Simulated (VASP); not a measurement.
C:

```
CELL_PARAMETERS angstrom
2.52210 0.00000 0.00000
-1.26105 2.18420 0.00000
0.00000 0.00000 12.35570
ATOMIC_POSITIONS crystal
C 0.66667 0.33333 0.35417
C 0.33333 0.66667 0.85417
C 0.66667 0.33333 0.14583
C 0.33333 0.66667 0.64583
C 0.66667 0.33333 0.47917
C 0.33333 0.66667 0.97917
C 0.66667 0.33333 0.02083
C 0.33333 0.66667 0.52083
C 0.00000 0.00000 0.81250
C 0.00000 0.00000 0.31250
C 0.00000 0.00000 0.68750
C 0.00000 0.00000 0.18750
```

| Item | Value |
| --- | --- |
| Program | VASP 6.6.1 |
| Task | relaxation of cell and atoms |
| Functional | RPBE |
| Dispersion | D3(BJ) |
| Potentials or basis | VASP PAW PBE potentials, release 64 (C) |
| Cutoff | 600 eV |
| k mesh | 12 × 12 × 3 |
| Occupations | fermi-dirac, width 0.05 eV |
| Spin | no spin polarisation |

At the start: pressure -10.6 GPa; volume 5.67 Å³/atom.

Q: Where does the relaxation end?

A: Over 8 steps the energy falls by 6.2 meV/atom and the volume is 5.53 Å³/atom (-2.4 %); space group P6_3/mmc (No. 194, to 0.1 Å) before and after.

The path:
| step | energy change (eV) | largest force (eV/Å) | pressure (GPa) | volume (Å³) |
| --- | --- | --- | --- | --- |
| 1 | 0.0000 | 0.3303 | -10.56 | 68.06 |
| 2 | 0.0349 | 0.5032 | 14.57 | 64.44 |
| 3 | -0.0734 | 0.1103 | 0.10 | 66.40 |
| 4 | -0.0734 | 0.1061 | 0.33 | 66.37 |
| 5 | -0.0721 | 0.1570 | 0.20 | 66.38 |
| 6 | -0.0740 | 0.0295 | 0.28 | 66.37 |
| 7 | -0.0740 | 0.0193 | -0.22 | 66.45 |
| 8 | -0.0741 | 0.0013 | -0.01 | 66.41 |

Final structure:
```
CELL_PARAMETERS angstrom
2.49604 0.00000 0.00000
-1.24802 2.16164 0.00000
0.00000 0.00000 12.30911
ATOMIC_POSITIONS crystal
C 0.66667 0.33333 0.35492
C 0.33333 0.66667 0.85492
C 0.66667 0.33333 0.14508
C 0.33333 0.66667 0.64508
C 0.66667 0.33333 0.47923
C 0.33333 0.66667 0.97923
C 0.66667 0.33333 0.02077
C 0.33333 0.66667 0.52077
C 0.00000 0.00000 0.81309
C 0.00000 0.00000 0.31309
C 0.00000 0.00000 0.68691
C 0.00000 0.00000 0.18691
```

Caveat: the PAW data sets were made with another functional, which shifts forces and pressure a little.
